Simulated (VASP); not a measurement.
# Cd (Fm-3m) in VASP: notebook

Runs on Cd. Level: PBE. Tasks: single point, relaxation of cell and atoms.

All numbers are computed with VASP 6.6.1; they aren't measurements. Logs are shortened: lines on timing, memory, paths and dates and some standing lists are left out, and cuts for length are marked.

## Step 1: The cell of the first run

It takes space group Fm-3m (No. 225, cubic). The conventional cell has a = 4.508 Å, b = 4.508 Å, c = 4.508 Å, α = 90.00°, β = 90.00°, γ = 90.00°. Cd (site symmetry m-3m) has 12 Cd at 3.19 Å within 4.2 Å.

This isn't the form of Cd at room conditions, which is hcp.

## Step 2: Single point, PBE

Contents of INCAR:

```
SYSTEM = Cd
PREC = Accurate
ENCUT = 520
EDIFF = 1E-6
ISMEAR = 0
SIGMA = 0.1
LREAL = .FALSE.
LASPH = .TRUE.
NELM = 60
ALGO = Fast
ISIF = 2
LWAVE = .FALSE.
LCHARG = .FALSE.
GGA = PE
NBANDS = 12
```

Contents of KPOINTS:

```
Automatic mesh
0
G
  16 16 16
  0 0 0
```

Contents of POSCAR:

```
Cd
1.0
    0.0000000000      2.2538264347      2.2538264347
    2.2538264347      0.0000000000      2.2538264347
    2.2538264347      2.2538264347      0.0000000000
Cd
1
Direct
    0.0000000000      0.0000000000      0.0000000000
```

Potentials or basis: VASP PAW PBE potentials, release 64 (Cd).

Started as:

```bash
$ cat potpaw_PBE.64/Cd/POTCAR > POTCAR
$ mpirun -np 1 vasp_std > vasp.out
```

OUTCAR:

```text
SYSTEM = Cd
   PREC = Accurate
   ENCUT = 520
   EDIFF = 1E-6
   ISMEAR = 0
   LREAL = .FALSE.
   LASPH = .TRUE.
   NELM = 60
   ISIF = 2
   GGA = PE

 ion  position               nearest neighbor table
   1  0.000  0.000  0.000-

  LATTYP: Found a face centered cubic cell.
 ALAT       =     4.5076528694

  Lattice vectors:

 A1 = (   0.0000000000,   2.2538264347,   2.2538264347)
 A2 = (   2.2538264347,   0.0000000000,   2.2538264347)
 A3 = (   2.2538264347,   2.2538264347,   0.0000000000)

Analysis of symmetry for initial positions (statically):
=====================================================================
 Subroutine PRICEL returns:
 Original cell was already a primitive cell.

 Routine SETGRP: Setting up the symmetry group for a
 face centered cubic supercell.

 Subroutine GETGRP returns: Found 48 space group operations
 (whereof 48 operations were pure point group operations)
 out of a pool of 48 trial point group operations.

The static configuration has the point symmetry O_h .

Analysis of symmetry for dynamics (positions and initial velocities):
=====================================================================
 Subroutine PRICEL returns:
 Original cell was already a primitive cell.

 Routine SETGRP: Setting up the symmetry group for a
 face centered cubic supercell.

 Subroutine GETGRP returns: Found 48 space group operations
 (whereof 48 operations were pure point group operations)
 out of a pool of 48 trial point group operations.

The dynamic configuration has the point symmetry O_h .

 Subroutine INISYM returns: Found 48 space group operations
 (whereof 48 operations are pure point group operations),
 and found     1 'primitive' translations

----------------------------------------------------------------------------------------

                                     Primitive cell

  volume of cell :      22.8977

  direct lattice vectors                    reciprocal lattice vectors
     0.000000000  2.253826435  2.253826435    -0.221844944  0.221844944  0.221844944
     2.253826435  0.000000000  2.253826435     0.221844944 -0.221844944  0.221844944
     2.253826435  2.253826435  0.000000000     0.221844944  0.221844944 -0.221844944

  length of vectors
     3.187391911  3.187391911  3.187391911     0.384246715  0.384246715  0.384246715

  position of ions in fractional coordinates (direct lattice)
     0.000000000  0.000000000  0.000000000

  ion indices of the primitive-cell ions
   primitive index   ion index
                 1           1

----------------------------------------------------------------------------------------

 KPOINTS: Automatic mesh

Automatic generation of k-mesh.
 Grid dimensions read from file:
 generate k-points for:   16   16   16

 Generating k-lattice:

  Cartesian coordinates                     Fractional coordinates (reciprocal lattice)
    -0.013865309  0.013865309  0.013865309     0.062500000  0.000000000  0.000000000
     0.013865309 -0.013865309  0.013865309     0.000000000  0.062500000  0.000000000
     0.013865309  0.013865309 -0.013865309     0.000000000  0.000000000  0.062500000

  Length of vectors
     0.024015420  0.024015420  0.024015420

  Shift w.r.t. Gamma in fractional coordinates (k-lattice)
     0.000000000  0.000000000  0.000000000

 Subroutine IBZKPT returns following result:
 ===========================================

 Found    145 irreducible k-points:

 Following reciprocal coordinates:
            Coordinates               Weight
  0.000000  0.000000  0.000000      1.000000
  0.062500  0.000000  0.000000      8.000000
  0.125000  0.000000  0.000000      8.000000
  0.187500  0.000000  0.000000      8.000000
  0.250000  0.000000  0.000000      8.000000
  0.312500  0.000000  0.000000      8.000000
[... 16 lines left out ...]
 -0.125000  0.062500  0.000000     24.000000
 -0.062500  0.062500  0.000000     12.000000
 [... further k-points ...]
   k-points           NKPTS =    145   k-points in BZ     NKDIM =    145   number of bands    NBANDS=     12
   number of dos      NEDOS =    301   number of ions     NIONS =      1
   total plane-waves  NPLWV =  13824
   dimension x,y,z NGX =    24 NGY =   24 NGZ =   24
   dimension x,y,z NGXF=    48 NGYF=   48 NGZF=   48
   ions per type =               1
   NGX,Y,Z   is equivalent  to a cutoff of  12.52, 12.52, 12.52 a.u.
   NGXF,Y,Z  is equivalent  to a cutoff of  25.04, 25.04, 25.04 a.u.
 SYSTEM =  Cd
   PREC   = accura    normal or accurate (medium, high low for compatibility)
   ISTART =      0    job   : 0-new  1-cont  2-samecut
   ICHARG =      2    charge: 1-file 2-atom 10-const
   ISPIN  =      1    spin polarized calculation?
   LNONCOLLINEAR =      F non collinear calculations
   LSORBIT =      F    spin-orbit coupling
   LASPH  =      T    aspherical Exc in radial PAW
   ENCUT  =  520.0 eV  38.22 Ry    6.18 a.u.   5.93  5.93  5.93*2*pi/ulx,y,z
   NELM   =     60;   NELMIN=  2; NELMDL= -5     # of ELM steps
   EDIFF  = 0.1E-05   stopping-criterion for ELM
   LREAL  =      F    real-space projection
   EDIFFG = 0.1E-04   stopping-criterion for IOM
   NSW    =      0    number of steps for IOM
   IBRION =     -1    ionic relax: 0-MD 1-quasi-New 2-CG
   NFREE  =      0    steps in history (QN), initial steepest desc. (CG)
   ISIF   =      2    stress and relaxation
   ISYM   =      2    0-nonsym 1-usesym 2-fastsym
   POTIM  = 0.5000    time-step for ionic-motion
   TEBEG  =    0.0;   TEEND  =   0.0 temperature during run
   PSTRESS=    0.0 pullay stress
   NELECT =      12.0000    total number of electrons
   NUPDOWN=      -1.0000    fix difference up-down
   EMIN   =  10.00;   EMAX   =-10.00  energy-range for DOS
   EFERMI =   0.00;   METHOD = LEGACY
   ISMEAR =     0;   SIGMA  =   0.10  broadening in eV -4-tet -1-fermi 0-gaus
   EFERMI_NEDOS =   21; number of points for ismear=-14 and -15
   IALGO  =     68    algorithm
   IMIX   =      4    mixing-type and parameters
     AMIX     =   0.40;   BMIX     =  1.00
     AMIX_MAG =   1.60;   BMIX_MAG =  1.00
  volume/ion in A,a.u.               =      22.90       154.52
  Fermi-wavevector in a.u.,A,eV,Ry     =   1.319891  2.494233 23.702881  1.742113
  Thomas-Fermi vector in A             =   2.449757
   LORBIT       =      0    0 simple, 1 ext, 2 COOP (PROOUT), +10 PAW based schemes
   GGA     = PE    functional components
   LHFCALC =     F    Hartree Fock is set to
   AEXX    =    0.0000 exact exchange contribution
   IVDW    =     0    specifies the selected vdW correction
   LEPSILON=     F    determine dielectric tensor
   LRPA    =     F    only Hartree local field effects (RPA)
 non-spin polarized calculation
 RMM-DIIS sequential band-by-band and
 Gauss-broadening in eV      SIGMA  =   0.10
  energy-cutoff  :      520.00
  volume of cell :       22.90
 maximum number of plane-waves:       636
   NGX = 11   NGY = 11   NGZ = 11

 number of electron      11.9999992 magnetization

 Free energy of the ion-electron system (eV)
  ---------------------------------------------------
  ext. energy  EPLUGINS =         0.00000000
  ---------------------------------------------------
  free energy    TOTEN  =        -0.73769657 eV

  energy without entropy =       -0.73514371  energy(sigma->0) =       -0.73642014

 E-fermi :   2.4928     XC(G=0): -10.7347

 val. band max:        2.4911195368   @ k =   0.4375   0.0000   0.0000
 cond. band min:       2.5633779324   @ k =  -0.3125   0.3750   0.1250
 fundamental gap:      0.0722583957
 Fermi energy:         2.4928249285

 k-point     1 :       0.0000    0.0000    0.0000
  band No.  band energies     occupation
      1      -6.5127      2.00000
      2      -6.5127      2.00000
      3      -6.5127      2.00000
      4      -6.1048      2.00000
      5      -6.1048      2.00000
      6      -5.9386      2.00000
      7      16.2244      0.00000
      8      16.9772      0.00000
      9      16.9772      0.00000
     10      16.9772      0.00000
     11      20.2775      0.00000
     12      20.2775      0.00000

 k-point     2 :       0.0625    0.0000    0.0000
  band No.  band energies     occupation
      1      -6.5218      2.00000
      2      -6.4977      2.00000
      3      -6.4977      2.00000
      4      -6.1083      2.00000
      5      -6.1083      2.00000
      6      -5.8404      2.00000
      7      15.4116      0.00000
      8      16.4260      0.00000
      9      16.8097      0.00000
     10      16.8097      0.00000
     11      20.5644      0.00000
     12      20.5661      0.00000

 k-point     3 :       0.1250    0.0000    0.0000
  band No.  band energies     occupation
      1      -6.5598      2.00000
      2      -6.4607      2.00000
      3      -6.4607      2.00000
      4      -6.1121      2.00000
      5      -6.1121      2.00000
      6      -5.5327      2.00000
      7      13.1677      0.00000
      8      16.3840      0.00000
      9      16.4254      0.00000
     10      16.4254      0.00000
     11      20.6818      0.00000
     12      21.2545      0.00000
[... 286 lines left out ...]
 k-point    23 :      -0.1250    0.0625    0.0000
  band No.  band energies     occupation
      1      -6.5737      2.00000
      2      -6.4439      2.00000
      3      -6.4360      2.00000
      4      -6.1512      2.00000
      5      -6.0918      2.00000
      6      -5.2796      2.00000
      7      12.4548      0.00000
      8      14.2351      0.00000
      9      17.0264      0.00000
     10      17.3879      0.00000
     11      19.7177      0.00000
     12      20.7802      0.00000

 k-point    24 :      -0.0625    0.0625    0.0000
  band No.  band energies     occupation
      1      -6.5367      2.00000
      2      -6.4782      2.00000
      3      -6.4732      2.00000
      4      -6.1312      2.00000
      5      -6.1007      2.00000
      6      -5.6676      2.00000
      7      14.7412      0.00000
      8      14.8289      0.00000
      9      16.8241      0.00000
     10      17.3096      0.00000
     11      20.3250      0.00000
     12      20.3850      0.00000

 [... further k-points ...]

------------------------ aborting loop because EDIFF is reached ----------------------------------------

  FORCE on cell =-STRESS in cart. coord.  units (eV):
  Direction    XX          YY          ZZ          XY          YZ          ZX
  --------------------------------------------------------------------------------------
  -------------------------------------------------------------------------------------
  Total        0.0434164      0.0434164      0.0434164     -0.0000000      0.0000000      0.0000000
  in kB        3.0378981      3.0378981      3.0378981     -0.0000000      0.0000000      0.0000000
  external PRESSURE =       3.0378981 kB  Pullay stress =       0.0000000 kB

 VOLUME and BASIS-vectors are now :
 -----------------------------------------------------------------------------
  energy-cutoff  :      520.00
  volume of cell :       22.90
      direct lattice vectors                 reciprocal lattice vectors
     0.000000000  2.253826435  2.253826435    -0.221844944  0.221844944  0.221844944
     2.253826435  0.000000000  2.253826435     0.221844944 -0.221844944  0.221844944
     2.253826435  2.253826435  0.000000000     0.221844944  0.221844944 -0.221844944

 POSITION                                       TOTAL-FORCE (eV/Angst)
 -----------------------------------------------------------------------------------
      0.00000      0.00000      0.00000         0.000000      0.000000      0.000000
 -----------------------------------------------------------------------------------
    total drift:                                0.000000      0.000000     -0.000000

  FREE ENERGIE OF THE ION-ELECTRON SYSTEM (eV)
  ---------------------------------------------------
  free  energy   TOTEN  =        -0.7376965693 eV

  energy  without entropy=       -0.7351437057  energy(sigma->0) =       -0.73642014
```

It took 42 s on 1 thread of AMD EPYC 7R13, shared host; peak memory 0.13 GiB.

Results:

| Property | Result |
| --- | --- |
| Free energy | -0.7377 eV |
| Pressure | 0.3 GPa |
| Band gap on the k mesh | zero (bands 6 and 7 overlap by 3.24 eV) |

## Step 3: Relaxation of cell and atoms, PBE

This run uses another cell than the first one, of 22.84 Å³/atom.

Contents of INCAR:

```
SYSTEM = Cd
PREC     = Accurate       ! precision mode
ENCUT    = 600            ! plane-wave cutoff, eV
EDIFF    = 1E-6           ! SCF threshold, eV
ISMEAR   = 0              ! smearing method
SIGMA    = 0.1            ! smearing width, eV
LREAL    = .FALSE.        ! projectors in reciprocal space
LASPH    = .TRUE.         ! aspherical terms in the spheres
NELM     = 80             ! most SCF steps
ALGO     = Normal         ! electronic algorithm
ISIF     = 3              ! what is computed and relaxed
LWAVE    = .FALSE.        ! write WAVECAR
LCHARG   = .FALSE.        ! write CHGCAR
GGA      = PE             ! functional
IBRION   = 2              ! ionic algorithm
NSW      = 80             ! ionic steps
EDIFFG   = -0.01          ! ionic threshold
```

KPOINTS is that of step 2.

Contents of POSCAR:

```
Cd
1.0
    0.0000000000      2.2519868079      2.2519868079
    2.2519868079      0.0000000000      2.2519868079
    2.2519868079      2.2519868079      0.0000000000
Cd
1
Direct
    0.0000000000      0.0000000000      0.0000000000
```

Potentials or basis: VASP PAW PBE potentials, release 64 (Cd).

Started as:

```bash
$ cat potpaw_PBE.64/Cd/POTCAR > POTCAR
$ mpirun -np 1 vasp_std > vasp.out
```

OUTCAR:

```text
SYSTEM = Cd
   PREC = Accurate
   ENCUT = 600
   EDIFF = 1E-6
   ISMEAR = 0
   LREAL = .FALSE.
   LASPH = .TRUE.
   NELM = 80
   ISIF = 3
   GGA = PE
   IBRION = 2
   NSW = 80
   EDIFFG = -0.01

 ion  position               nearest neighbor table
   1  0.000  0.000  0.000-

  LATTYP: Found a face centered cubic cell.
 ALAT       =     4.5039736158

  Lattice vectors:

 A1 = (   0.0000000000,   2.2519868079,   2.2519868079)
 A2 = (   2.2519868079,   0.0000000000,   2.2519868079)
 A3 = (   2.2519868079,   2.2519868079,   0.0000000000)

Analysis of symmetry for initial positions (statically):
=====================================================================
 Subroutine PRICEL returns:
 Original cell was already a primitive cell.

 Routine SETGRP: Setting up the symmetry group for a
 face centered cubic supercell.

 Subroutine GETGRP returns: Found 48 space group operations
 (whereof 48 operations were pure point group operations)
 out of a pool of 48 trial point group operations.

The static configuration has the point symmetry O_h .

Analysis of symmetry for dynamics (positions and initial velocities):
=====================================================================
 Subroutine PRICEL returns:
 Original cell was already a primitive cell.

 Routine SETGRP: Setting up the symmetry group for a
 face centered cubic supercell.

 Subroutine GETGRP returns: Found 48 space group operations
 (whereof 48 operations were pure point group operations)
 out of a pool of 48 trial point group operations.

The dynamic configuration has the point symmetry O_h .

 Subroutine INISYM returns: Found 48 space group operations
 (whereof 48 operations are pure point group operations),
 and found     1 'primitive' translations
[... 166 lines left out ...]
      0.00000      0.00000      0.00000        -0.000000     -0.000000     -0.000000
 -----------------------------------------------------------------------------------
    total drift:                               -0.000000      0.000000     -0.000000

  FREE ENERGIE OF THE ION-ELECTRON SYSTEM (eV)
  ---------------------------------------------------
  free  energy   TOTEN  =        -0.7372006386 eV

  energy  without entropy=       -0.7346416806  energy(sigma->0) =       -0.73592116

--------------------------------------- Ionic step        2  -------------------------------------------

 number of electron      12.0000000 magnetization

 Free energy of the ion-electron system (eV)
  ---------------------------------------------------
  ext. energy  EPLUGINS =         0.00000000
  ---------------------------------------------------
  free energy    TOTEN  =        -0.73730857 eV

  energy without entropy =       -0.73476181  energy(sigma->0) =       -0.73603519

 E-fermi :   2.4729     XC(G=0): -10.7204

 val. band max:        2.4701025470   @ k =   0.4375   0.0000   0.0000
 cond. band min:       2.5418899890   @ k =  -0.3125   0.3750   0.1250
 fundamental gap:      0.0717874419
 Fermi energy:         2.4728512802

 k-point     1 :       0.0000    0.0000    0.0000
  band No.  band energies     occupation
      1      -6.5253      2.00000
      2      -6.5253      2.00000
      3      -6.5253      2.00000
      4      -6.1199      2.00000
      5      -6.1199      2.00000
      6      -5.9382      2.00000
      7      16.1948      0.00000
      8      16.9305      0.00000
      9      16.9305      0.00000
     10      16.9305      0.00000
[... 287 lines left out ...]
 k-point    24 :      -0.0625    0.0625    0.0000
  band No.  band energies     occupation
      1      -6.5492      2.00000
      2      -6.4910      2.00000
      3      -6.4860      2.00000
      4      -6.1461      2.00000
      5      -6.1156      2.00000
      6      -5.6682      2.00000
      7      14.7030      0.00000
      8      14.7858      0.00000
      9      16.7863      0.00000
     10      17.2610      0.00000

 [... further k-points ...]

------------------------ aborting loop because EDIFF is reached ----------------------------------------

  FORCE on cell =-STRESS in cart. coord.  units (eV):
  Direction    XX          YY          ZZ          XY          YZ          ZX
  --------------------------------------------------------------------------------------
  -------------------------------------------------------------------------------------
  Total        0.0055819      0.0055819      0.0055819     -0.0000000     -0.0000000      0.0000000
  in kB        0.3894890      0.3894890      0.3894890     -0.0000000     -0.0000000      0.0000000
  external PRESSURE =       0.3894890 kB  Pullay stress =       0.0000000 kB

 VOLUME and BASIS-vectors are now :
 -----------------------------------------------------------------------------
  energy-cutoff  :      600.00
  volume of cell :       22.96
      direct lattice vectors                 reciprocal lattice vectors
    -0.000000000  2.255913189  2.255913189    -0.221639734  0.221639734  0.221639734
     2.255913189 -0.000000000  2.255913189     0.221639734 -0.221639734  0.221639734
     2.255913189  2.255913189  0.000000000     0.221639734  0.221639734 -0.221639734

 POSITION                                       TOTAL-FORCE (eV/Angst)
 -----------------------------------------------------------------------------------
      4.51183      2.25591      2.25591         0.000000     -0.000000     -0.000000
 -----------------------------------------------------------------------------------
    total drift:                                0.000000      0.000000      0.000000

  FREE ENERGIE OF THE ION-ELECTRON SYSTEM (eV)
  ---------------------------------------------------
  free  energy   TOTEN  =        -0.7373085718 eV

  energy  without entropy=       -0.7347618106  energy(sigma->0) =       -0.73603519

 reached required accuracy - stopping structural energy minimisation
```

It took 76 s on 1 thread of AMD EPYC 7R13, shared host; peak memory 0.17 GiB.

Results:

| Quantity | Value |
| --- | --- |
| Free energy | -0.7373 eV |
| Relaxed volume | 22.96 Å³/atom |
| Relaxed cell | a = 3.190 Å, b = 3.190 Å, c = 3.190 Å, α = 60.00°, β = 60.00°, γ = 60.00° |
| Space group after relaxing (to 0.1 Å) | Fm-3m (No. 225) |
| Energy gained by relaxing | 0.1 meV/atom |
| Ionic steps | 2 |
| Pressure after relaxing | 0.0 GPa |
| Band gap on the k mesh | zero (bands 6 and 7 overlap by 3.23 eV) |

The path:
| step | energy change (eV) | largest force (eV/Å) | pressure (GPa) | volume (Å³) |
| --- | --- | --- | --- | --- |
| 1 | 0.0000 | 0.0000 | 0.25 | 22.84 |
| 2 | -0.0001 | 0.0000 | 0.04 | 22.96 |

Final structure:
```
Cd
1.0
     0.00000    2.25591    2.25591
     2.25591    0.00000    2.25591
     2.25591    2.25591    0.00000
Cd
1
Direct
  0.00000 0.00000 0.00000
```

Levels at points of the mesh, in eV from the Fermi level:
```csv
k point,band 2,band 3,band 4,band 5,band 6,band 7,band 8,band 9,band 10
"(0.00, 0.00, 0.00)",-9.00,-9.00,-8.59,-8.59,-8.41,13.72,14.46,14.46,14.46
"(0.50, 0.00, 0.00)",-8.99,-8.99,-8.26,-8.26,-2.11,-1.39,12.10,12.10,12.84
"(0.50, 0.50, 0.00)",-9.49,-8.28,-8.17,-8.17,-0.67,1.21,6.63,6.63,10.69
```
